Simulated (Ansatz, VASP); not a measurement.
One calculation of ZrC, two programs

INCAR

```
PREC = Accurate
ENCUT = 600
EDIFF = 1E-6
ISMEAR = -1
SIGMA = 0.03
LREAL = F
LASPH = T
NELM = 60
ALGO = Normal
ISIF = 3
LWAVE = F
LCHARG = F
GGA = PE
IBRION = 2
NSW = 100
EDIFFG = -0.005
```

Contents of KPOINTS:

```
Automatic mesh
0
Gamma
  11 11 11
```

File POSCAR:

```
ZrC
1.0
    0.0000000000      2.4983568504      2.4983568504
    2.4983568504      0.0000000000      2.4983568504
    2.4983568504      2.4983568504      0.0000000000
Zr C
1 1
Direct
    0.0000000000      0.0000000000      0.0000000000
    0.2500000000      0.2500000000      0.2500000000
```

Input for Ansatz:

```yaml
crystal:
  lattice:
    - [0.0, 2.4983568504, 2.4983568504]
    - [2.4983568504, 0.0, 2.4983568504]
    - [2.4983568504, 2.4983568504, 0.0]
  atoms:
    - { symbol: Zr, position: [0.0, 0.0, 0.0] }
    - { symbol: C, position: [0.25, 0.25, 0.25] }
kpoints:
  mp_grid: { grid: [11, 11, 11] }
scf:
  occupations: { method: fermi_dirac, width: 0.03 }
hamiltonian:
  xc: pbe
  pseudopotentials: { kind: paw }
output:
  forces: true
  stress: true
relax:
  f_tol: 0.005
  max_steps: 80
  cell: {}
```

Alike in both runs: task relaxation of cell and atoms; functional PBE; k mesh 11 × 11 × 11; occupations fermi-dirac, width 0.03 eV; no spin polarisation.

```csv
,VASP,Ansatz
version,VASP 6.6.1,Ansatz 0.2.0
potentials or method,"VASP PAW PBE potentials, release 64 (Zr_sv, C)","PAW with Ansatz's default frozen-core files, scalar-relativistic"
plane-wave cutoff (eV),600,420
valence electrons in the cell,16,16
```

```csv
,VASP,Ansatz,Ansatz less VASP
relaxed volume (Å³/atom),16.49,16.49,-0.004
relaxed cell length with the largest relative difference (Å),3.600,3.599,-0.0003
```
